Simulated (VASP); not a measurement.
# B8As7 (a cell with a defect) in VASP: single point with PBEsol

Aim: the single point of B8As7 (a cell with a defect) with PBEsol.

Program: VASP 6.6.1. These are calculated values, not measurements. Logs are shortened: lines on timing, memory, paths and dates and some standing lists are left out, and cuts for length are marked.

## (1) The cell of the first run

The cell holds a defect, 15 atoms: a = 6.743 Å, b = 6.743 Å, c = 6.743 Å, α = 60.00°, β = 60.00°, γ = 60.00°.

## (2) Single point, PBEsol

Contents of INCAR:

```
SYSTEM = B8As7
ALGO = Normal
EDIFF = 1E-7
ENCUT = 520
GGA = PS
ISIF = 2
ISMEAR = 0
LASPH = .True.
LCHARG = .False.
LREAL = Auto
LWAVE = .False.
NBANDS = 42
NELECT = 56.0
NELM = 80
PREC = Accurate
SIGMA = 0.05
```

Contents of KPOINTS:

```
k-points
0
Gamma
  4 4 4
  0 0 0
```

Contents of POSCAR:

```
B8As7
1.0
    0.0000000000      4.7678758052     -4.7678758052
    4.7678758052      4.7678758052      0.0000000000
    4.7678758052      0.0000000000     -4.7678758052
B As
8 7
Direct
   -0.0027094030      0.0205874741      0.5112966703
   -0.0027094030      0.4708252586      0.5112966703
    0.5237315982     -0.0237315982      0.5237315982
    0.4885696404      0.5114303596      0.4885696404
    0.0016700019     -0.0016700019      1.0016700019
   -0.0568205277      0.5568205277      0.9431794723
    0.5112966703      0.0205874741      0.9972905970
    0.5112966703      0.4708252586      0.9972905970
    0.1526216249      0.3473783751      0.1526216249
    0.6474119589      0.0981069547      0.1563741317
    0.5744280521      0.6523956927      0.1207805625
    0.1563741317      0.0981069547      0.6474119589
    0.1207805625      0.6523956927      0.5744280521
    0.6245292113      0.1432716868      0.6245292113
    0.6245292113      0.6076698906      0.6245292113
```

Potentials or basis: VASP PAW PBE potentials, release 64 (B, As).

Run with:

```console
$ cat potpaw_PBE.64/B/POTCAR potpaw_PBE.64/As/POTCAR > POTCAR
$ mpirun -np 1 vasp_std > vasp.out
```

OUTCAR:

```text
SYSTEM = B8As7
   EDIFF = 1E-7
   ENCUT = 520
   GGA = PS
   ISIF = 2
   ISMEAR = 0
   LASPH = .True.
   LREAL = Auto
   NELECT = 56.0
   NELM = 80
   PREC = Accurate

 ion  position               nearest neighbor table
   1  0.997  0.021  0.511-  14 2.05  13 2.07  12 2.07   9 2.50
   2  0.997  0.471  0.511-  15 2.05  13 2.07  12 2.07   9 2.50
   3  0.524  0.976  0.524-  10 2.02  12 2.02  14 2.05  15 2.05
   4  0.489  0.511  0.489-  15 2.03  14 2.03  11 2.04  13 2.04
   5  0.002  0.998  0.002-  10 1.96  12 1.96
   6  0.943  0.557  0.943-   9 2.00  11 2.06  13 2.06
   7  0.511  0.021  0.997-  14 2.05  11 2.07  10 2.07   9 2.50
   8  0.511  0.471  0.997-  15 2.05  11 2.07  10 2.07   9 2.50
   9  0.153  0.347  0.153-   6 2.00   2 2.50   1 2.50   7 2.50   8 2.50  10 2.90  12 2.90
  10  0.647  0.098  0.156-   5 1.96   3 2.02   7 2.07   8 2.07   9 2.90
  11  0.574  0.652  0.121-   4 2.04   6 2.06   7 2.07   8 2.07
  12  0.156  0.098  0.647-   5 1.96   3 2.02   1 2.07   2 2.07   9 2.90
  13  0.121  0.652  0.574-   4 2.04   6 2.06   1 2.07   2 2.07
  14  0.625  0.143  0.625-   4 2.03   3 2.05   1 2.05   7 2.05
  15  0.625  0.608  0.625-   4 2.03   3 2.05   2 2.05   8 2.05

  LATTYP: Found a face centered cubic cell.
 ALAT       =     9.5357516104

  Lattice vectors:

 A1 = (   0.0000000000,   4.7678758052,  -4.7678758052)
 A2 = (   4.7678758052,   4.7678758052,   0.0000000000)
 A3 = (   4.7678758052,   0.0000000000,  -4.7678758052)

Analysis of symmetry for initial positions (statically):
=====================================================================
 Subroutine PRICEL returns:
 Original cell was already a primitive cell.

 Routine SETGRP: Setting up the symmetry group for a
 face centered cubic supercell.

 Subroutine GETGRP returns: Found  4 space group operations
 (whereof  4 operations were pure point group operations)
 out of a pool of 48 trial point group operations.

The static configuration has the point symmetry C_2v.

Analysis of symmetry for dynamics (positions and initial velocities):
=====================================================================
 Subroutine PRICEL returns:
 Original cell was already a primitive cell.

 Routine SETGRP: Setting up the symmetry group for a
 face centered cubic supercell.

 Subroutine GETGRP returns: Found  4 space group operations
 (whereof  4 operations were pure point group operations)
 out of a pool of 48 trial point group operations.

The dynamic configuration has the point symmetry C_2v.

 Subroutine INISYM returns: Found  4 space group operations
 (whereof  4 operations are pure point group operations),
 and found     1 'primitive' translations

----------------------------------------------------------------------------------------

                                     Primitive cell

  volume of cell :     216.7728

  direct lattice vectors                    reciprocal lattice vectors
     0.000000000  4.767875805 -4.767875805    -0.104868503  0.104868503 -0.104868503
     4.767875805  4.767875805  0.000000000     0.104868503  0.104868503  0.104868503
     4.767875805  0.000000000 -4.767875805     0.104868503 -0.104868503 -0.104868503

  length of vectors
     6.742794627  6.742794627  6.742794627     0.181637576  0.181637576  0.181637576

  position of ions in fractional coordinates (direct lattice)
     0.997290597  0.020587474  0.511296670
     0.997290597  0.470825259  0.511296670
     0.523731598  0.976268402  0.523731598
     0.488569640  0.511430360  0.488569640
     0.001670002  0.998329998  0.001670002
     0.943179472  0.556820528  0.943179472
     0.511296670  0.020587474  0.997290597
     0.511296670  0.470825259  0.997290597
     0.152621625  0.347378375  0.152621625
     0.647411959  0.098106955  0.156374132
     0.574428052  0.652395693  0.120780563
     0.156374132  0.098106955  0.647411959
     0.120780563  0.652395693  0.574428052
     0.624529211  0.143271687  0.624529211
     0.624529211  0.607669891  0.624529211

  ion indices of the primitive-cell ions
   primitive index   ion index
                 1           1
                 2           2
                 3           3
                 4           4
                 5           5
                 6           6
                 7           7
                 8           8
                 9           9
                10          10
                11          11
                12          12
                13          13
                14          14
                15          15

----------------------------------------------------------------------------------------

 KPOINTS: k-points

Automatic generation of k-mesh.
 Grid dimensions read from file:
 generate k-points for:    4    4    4

 Generating k-lattice:

  Cartesian coordinates                     Fractional coordinates (reciprocal lattice)
    -0.026217126  0.026217126 -0.026217126     0.250000000  0.000000000  0.000000000
     0.026217126  0.026217126  0.026217126     0.000000000  0.250000000  0.000000000
     0.026217126 -0.026217126 -0.026217126     0.000000000  0.000000000  0.250000000

  Length of vectors
     0.045409394  0.045409394  0.045409394

  Shift w.r.t. Gamma in fractional coordinates (k-lattice)
     0.000000000  0.000000000  0.000000000

 Subroutine IBZKPT returns following result:
 ===========================================

 Found     18 irreducible k-points:

 Following reciprocal coordinates:
            Coordinates               Weight
  0.000000  0.000000  0.000000      1.000000
  0.250000  0.000000  0.000000      4.000000
  0.000000  0.250000  0.000000      4.000000
  0.500000  0.000000  0.000000      2.000000
  0.000000  0.500000  0.000000      2.000000
  0.250000  0.250000  0.000000      4.000000
[... 10 lines left out ...]
 -0.250000  0.500000  0.250000      2.000000
  0.250000 -0.250000  0.500000      4.000000
   k-points           NKPTS =     18   k-points in BZ     NKDIM =     18   number of bands    NBANDS=     42
   number of dos      NEDOS =    301   number of ions     NIONS =     15
   total plane-waves  NPLWV = 125000
   dimension x,y,z NGX =    50 NGY =   50 NGZ =   50
   dimension x,y,z NGXF=   100 NGYF=  100 NGZF=  100
   ions per type =               8   7
   NGX,Y,Z   is equivalent  to a cutoff of  12.33, 12.33, 12.33 a.u.
   NGXF,Y,Z  is equivalent  to a cutoff of  24.66, 24.66, 24.66 a.u.
 SYSTEM =  B8As7
   PREC   = accura    normal or accurate (medium, high low for compatibility)
   ISTART =      0    job   : 0-new  1-cont  2-samecut
   ICHARG =      2    charge: 1-file 2-atom 10-const
   ISPIN  =      1    spin polarized calculation?
   LNONCOLLINEAR =      F non collinear calculations
   LSORBIT =      F    spin-orbit coupling
   LASPH  =      T    aspherical Exc in radial PAW
   ENCUT  =  520.0 eV  38.22 Ry    6.18 a.u.  12.54 12.54 12.54*2*pi/ulx,y,z
   NELM   =     80;   NELMIN=  2; NELMDL= -5     # of ELM steps
   EDIFF  = 0.1E-06   stopping-criterion for ELM
   LREAL  =      T    real-space projection
   EDIFFG = 0.1E-05   stopping-criterion for IOM
   NSW    =      0    number of steps for IOM
   IBRION =     -1    ionic relax: 0-MD 1-quasi-New 2-CG
   NFREE  =      0    steps in history (QN), initial steepest desc. (CG)
   ISIF   =      2    stress and relaxation
   ISYM   =      2    0-nonsym 1-usesym 2-fastsym
   POTIM  = 0.5000    time-step for ionic-motion
   TEBEG  =    0.0;   TEEND  =   0.0 temperature during run
   PSTRESS=    0.0 pullay stress
   NELECT =      56.0000    total number of electrons
   NUPDOWN=      -1.0000    fix difference up-down
   EMIN   =  10.00;   EMAX   =-10.00  energy-range for DOS
   EFERMI =   0.00;   METHOD = LEGACY
   ISMEAR =     0;   SIGMA  =   0.05  broadening in eV -4-tet -1-fermi 0-gaus
   EFERMI_NEDOS =   21; number of points for ismear=-14 and -15
   IALGO  =     38    algorithm
   IMIX   =      4    mixing-type and parameters
     AMIX     =   0.40;   BMIX     =  1.00
     AMIX_MAG =   1.60;   BMIX_MAG =  1.00
  volume/ion in A,a.u.               =      14.45        97.52
  Fermi-wavevector in a.u.,A,eV,Ry     =   1.042644  1.970311 14.790972  1.087106
  Thomas-Fermi vector in A             =   2.177318
   LORBIT       =      0    0 simple, 1 ext, 2 COOP (PROOUT), +10 PAW based schemes
   GGA     = PS    functional components
   LHFCALC =     F    Hartree Fock is set to
   AEXX    =    0.0000 exact exchange contribution
   IVDW    =     0    specifies the selected vdW correction
   LEPSILON=     F    determine dielectric tensor
   LRPA    =     F    only Hartree local field effects (RPA)
 non-spin polarized calculation
 Gauss-broadening in eV      SIGMA  =   0.05
  energy-cutoff  :      520.00
  volume of cell :      216.77
 maximum number of plane-waves:      5874
   NGX = 25   NGY = 25   NGZ = 25

 number of electron      56.0000001 magnetization

 Free energy of the ion-electron system (eV)
  ---------------------------------------------------
  ext. energy  EPLUGINS =         0.00000000
  ---------------------------------------------------
  free energy    TOTEN  =       -98.47484897 eV

  energy without entropy =      -98.47114529  energy(sigma->0) =      -98.47299713

 E-fermi :   4.2206     XC(G=0): -10.1727

 val. band max:        4.2176976773   @ k =  -0.2500   0.5000  -0.2500
 cond. band min:       4.2311781138   @ k =   0.2500   0.0000  -0.2500
 fundamental gap:      0.0134804364
 Fermi energy:         4.2206295390

 k-point     1 :       0.0000    0.0000    0.0000
  band No.  band energies     occupation
      1      -9.9187      2.00000
      2      -7.5942      2.00000
      3      -7.4536      2.00000
      4      -6.7942      2.00000
      5      -6.6008      2.00000
      6      -6.1880      2.00000
[... 32 lines left out ...]
     39       7.9650      0.00000
[... 730 lines left out ...]
     39       9.4313      0.00000
     40       9.6811      0.00000
 [bands above 40 left out]

------------------------ aborting loop because EDIFF is reached ----------------------------------------

  FORCE on cell =-STRESS in cart. coord.  units (eV):
  Direction    XX          YY          ZZ          XY          YZ          ZX
  --------------------------------------------------------------------------------------
  -------------------------------------------------------------------------------------
  Total      -29.8021590    -29.8021590    -24.5364021     -2.6913580      0.0000000     -0.0000000
  in kB     -220.2690663   -220.2690663   -181.3496256    -19.8919449      0.0000000     -0.0000000
  external PRESSURE =    -207.2959194 kB  Pullay stress =       0.0000000 kB

 VOLUME and BASIS-vectors are now :
 -----------------------------------------------------------------------------
  energy-cutoff  :      520.00
  volume of cell :      216.77
      direct lattice vectors                 reciprocal lattice vectors
     0.000000000  4.767875805 -4.767875805    -0.104868503  0.104868503 -0.104868503
     4.767875805  4.767875805  0.000000000     0.104868503  0.104868503  0.104868503
     4.767875805  0.000000000 -4.767875805     0.104868503 -0.104868503 -0.104868503

 POSITION                                       TOTAL-FORCE (eV/Angst)
 -----------------------------------------------------------------------------------
      2.53596      4.85312     -7.19276        -0.016217      0.030792      0.023386
      4.68264      6.99979     -7.19276        -0.030792      0.016217      0.023386
      7.15181      7.15181     -4.99417         0.000000      0.000000     -0.017673
      4.76788      4.76788     -4.65888         0.000000      0.000000      0.003596
      4.76788      4.76788     -0.01592         0.000000      0.000000     -0.083324
      7.15181      7.15181     -8.99393         0.000000      0.000000      0.004268
      4.85312      2.53596     -7.19276         0.030792     -0.016217      0.023386
      6.99979      4.68264     -7.19276         0.016217     -0.030792      0.023386
      2.38394      2.38394     -1.45536         0.000000      0.000000     -0.049223
      1.21333      3.55454     -3.83235         0.014393     -0.014393      0.006305
      3.68641      5.84934     -3.31467         0.020067     -0.020067      0.013769
      3.55454      1.21333     -3.83235        -0.014393      0.014393      0.006305
      5.84934      3.68641     -3.31467        -0.020067      0.020067      0.013769
      3.66078      3.66078     -5.95536        -0.001432     -0.001432      0.004332
      5.87497      5.87497     -5.95536         0.001432      0.001432      0.004332
 -----------------------------------------------------------------------------------
    total drift:                                0.000001      0.000001      0.009441

  FREE ENERGIE OF THE ION-ELECTRON SYSTEM (eV)
  ---------------------------------------------------
  free  energy   TOTEN  =       -98.4748489737 eV

  energy  without entropy=      -98.4711452904  energy(sigma->0) =      -98.47299713
```

Run time: 4.1 min. Hardware: 1 thread of Intel Xeon Platinum 8488C (Sapphire Rapids), shared host; peak memory 0.38 GiB.

Results:

```
Free energy   : -98.4748 eV
Largest force : 0.083 eV/Å
```

Forces on the atoms (eV/Å):
```
B   -0.016  0.031  0.023
B   -0.031  0.016  0.023
B    0.000  0.000 -0.018
B    0.000  0.000  0.004
B    0.000  0.000 -0.083
B    0.000  0.000  0.004
B    0.031 -0.016  0.023
B    0.016 -0.031  0.023
As   0.000  0.000 -0.049
As   0.014 -0.014  0.006
As   0.020 -0.020  0.014
As  -0.014  0.014  0.006
As  -0.020  0.020  0.014
As  -0.001 -0.001  0.004
As   0.001  0.001  0.004
```

Levels at points of the mesh, in eV from the Fermi level:
```
           k point  band 25  band 26  band 27  band 28  band 29  band 30  band 31  band 32
(0.00, 0.00, 0.00)    -0.74    -0.01     0.07     0.53     0.58     1.98     2.02     2.36
(0.50, 0.00, 0.00)    -1.51    -0.93    -0.57    -0.38    -0.10     0.57     1.88     2.59
(0.00, 0.50, 0.00)    -1.29    -1.16    -0.92     0.14     0.16     1.04     2.00     2.17
(0.50, 0.50, 0.00)    -1.38    -1.21    -1.13    -1.08     0.66     1.25     1.57     1.64
(0.50, 0.00, 0.50)    -1.26    -1.25    -0.97    -0.44    -0.43     0.05     1.84     2.18
```

Caveat: the cell carries a net charge on a neutralising background, which shifts energy and pressure; the cell is charged against a uniform background, so pressure and absolute levels hang on convention; the PAW data sets were made with another functional, which shifts forces and pressure a little.
